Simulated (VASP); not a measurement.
Wanted: the native input for a VASP 6.6.1 run.

| Property | Result |
| --- | --- |
| Task | single point |
| Functional | HSE06 |
| Potentials or basis | VASP PAW PBE potentials, release 64 (Ca_sv, O) |
| Cutoff | 520 eV |
| k mesh | 4 × 4 × 4 |
| Occupations | fermi-dirac, width 0.05 eV |
| Spin | no spin polarisation |
| Dipole correction | no |
| Grid for exact exchange (PRECFOCK) | Normal |
| Further INCAR settings | ALGO = Normal; EDIFF = 1e-06; NBANDS = 15 |
| Share of exact exchange | 0.25 |
| Screening parameter | 0.2079 1/Å |

The system is CaO (rock salt type).

```
CELL_PARAMETERS angstrom
0.00000 2.34880 2.34880
2.34880 0.00000 2.34880
2.34880 2.34880 0.00000
ATOMIC_POSITIONS crystal
Ca 0.00000 0.00000 0.00000
O 0.50000 0.50000 0.50000
```

One way to write it, as run:

POSCAR

```
CaO
1.0
    0.0000000000      2.3488020153      2.3488020153
    2.3488020153      0.0000000000      2.3488020153
    2.3488020153      2.3488020153      0.0000000000
Ca O
1 1
Direct
    0.0000000000      0.0000000000      0.0000000000
    0.5000000000      0.5000000000      0.5000000000
```

INCAR.step1

```
PREC = Accurate ; ENCUT = 520
EDIFF = 1E-5 ; ISMEAR = -1
SIGMA = 0.05 ; LREAL = F
LASPH = T ; NELM = 100
ALGO = Normal ; ISIF = 2
LWAVE = T ; LCHARG = F
GGA = PE ; NBANDS = 15
```

INCAR.step2

```
PREC = Accurate ; ENCUT = 520
EDIFF = 1E-6 ; ISMEAR = -1
SIGMA = 0.05 ; LREAL = F
LASPH = T ; NELM = 100
ALGO = Normal ; ISIF = 2
LWAVE = F ; LCHARG = F
GGA = PE ; LHFCALC = T
HFSCREEN = 0.2079 ; PRECFOCK = Normal
ISTART = 1 ; NBANDS = 15
```

KPOINTS

```
Automatic mesh
0
Gamma
  4 4 4
```

Potentials or basis: VASP PAW PBE potentials, release 64 (Ca_sv, O).

Launch:

```bash
$ cat potpaw_PBE.64/Ca_sv/POTCAR potpaw_PBE.64/O/POTCAR > POTCAR
$ cp INCAR.step1 INCAR
$ mpirun -np 1 vasp_std > vasp.out
$ cp INCAR.step2 INCAR
$ mpirun -np 1 vasp_std > vasp.out
```

Results of the run:

```yaml
Pressure: 9.3 GPa
Band_gap_on_the_k_mesh: 5.28 eV (least direct gap 5.68 eV)
```

Caveat: the k points lie up to 0.58 Å⁻¹ apart; the PAW data sets were made with another functional, which shifts forces and pressure a little.

It took 100 s on 1 thread of Intel(R) Xeon(R) 6975P-C (Granite Rapids) (shared host), peak memory 0.25 GiB.
